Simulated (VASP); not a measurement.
Wanted: the native input for a VASP 6.6.1 run.

| Item | Value |
| --- | --- |
| Task | relaxation of cell and atoms |
| Functional | PBE |
| Potentials or basis | VASP PAW PBE potentials, release 64 (Si, Mo_sv) |
| Cutoff | 600 eV |
| k mesh | 10 × 10 × 4 |
| Occupations | gaussian, width 0.1 eV |
| Spin | no spin polarisation |
| Dipole correction | no |
| Further INCAR settings | ALGO = Normal; EDIFF = 1e-07; IBRION = 2; EDIFFG = -0.001; NSW = 80; ISIF = 3 |

The structure of Si7Mo lies in POSCAR:

```
Si7Mo
1.0
    3.2838409389      0.0000000000      0.0000000000
    0.0000000000      3.2838409389      0.0000000000
    0.0000000000      0.0000000000     10.5602240562
Si Mo
7 1
Direct
    0.0000000000      0.0000000000      0.2504559315
    0.5000000000      0.5000000000      0.3581157459
    0.0000000000      0.0000000000      0.7495440685
    0.5000000000      0.5000000000      0.6418842541
    0.5000000000      0.5000000000      0.8794960167
    0.5000000000      0.5000000000      0.1205039833
    0.0000000000      0.0000000000      0.5000000000
    0.0000000000      0.0000000000      0.0000000000
```

These files were run (other wordings do the same):

INCAR

```
SYSTEM = Si7Mo
PREC = Accurate ; ENCUT = 600
EDIFF = 1E-7 ; ISMEAR = 0
SIGMA = 0.1 ; LREAL = .FALSE.
LASPH = .TRUE. ; NELM = 80
ALGO = Normal ; ISIF = 3
LWAVE = .FALSE. ; LCHARG = .FALSE.
GGA = PE ; IBRION = 2
NSW = 80 ; EDIFFG = -0.001
```

KPOINTS

```
regular mesh
0
G
  10 10 4
  0 0 0
```

Potentials or basis: VASP PAW PBE potentials, release 64 (Si, Mo_sv).

Command:

```sh
$ cat potpaw_PBE.64/Si/POTCAR potpaw_PBE.64/Mo_sv/POTCAR > POTCAR
$ mpirun -np 1 vasp_std > vasp.out
```

Results of the run:

```yaml
Energy_gained_by_relaxing: 0.0 meV/atom
Ionic_steps: 12
Pressure_after_relaxing: 0.0 GPa
Band_gap_on_the_k_mesh: zero (bands 21 and 22 overlap by 3.08 eV)
```

Wall time 8.1 min on 1 thread of Oxide Virtual Turin-like Processor (shared host), peak memory 0.34 GiB.
